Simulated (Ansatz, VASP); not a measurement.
## Al2Pt: VASP beside Ansatz

```xyz
9
Lattice="4.2047 0.0000 0.0000 -2.1024 3.6414 0.0000 0.0000 0.0000 23.5829" Properties=species:S:1:pos:R:3 pbc="T T T"
Al    0.0000    0.0000    7.7362
Al    0.0000    2.4276    9.2189
Al    2.1024    1.2138   10.9292
Al    0.0000    0.0000   12.6537
Al    0.0000    2.4276   14.3640
Al    2.1024    1.2138   15.8467
Pt    2.1024    1.2138    8.3939
Pt    0.0000    2.4276   11.7915
Pt    0.0000    0.0000   15.1890
```

Alike in both runs: functional PBE; k mesh 9 × 9 × 1; occupations gaussian, width 0.1 eV; no spin polarisation.

Ansatz relaxed the structure, and its values are those at the end. VASP's run is a single point on that final structure, the one shown.

|  | VASP | Ansatz |
| --- | --- | --- |
| version | VASP 6.6.1 | Ansatz 0.2.0 |
| potentials or method | VASP PAW PBE potentials, release 64 (Al, Pt), cutoff 520 eV | scalar-relativistic, plane waves, PAW |
| valence electrons in the cell | 48 | 72 |

```csv
,VASP,Ansatz,Ansatz less VASP
gap on the k mesh at the Fermi level (eV),none,none,-
rms of the force components (eV/Å),0.005,0.004,-0.0009
```

A gap of «none» marks a metal or a gap that the smearing closes. VASP's potentials hold 48 valence electrons a cell and Ansatz's 72, so a difference there can come from the potentials and not from the codes. Ansatz's warnings: xc potential rough in thin density.

Neither program's run includes spin-orbit coupling.
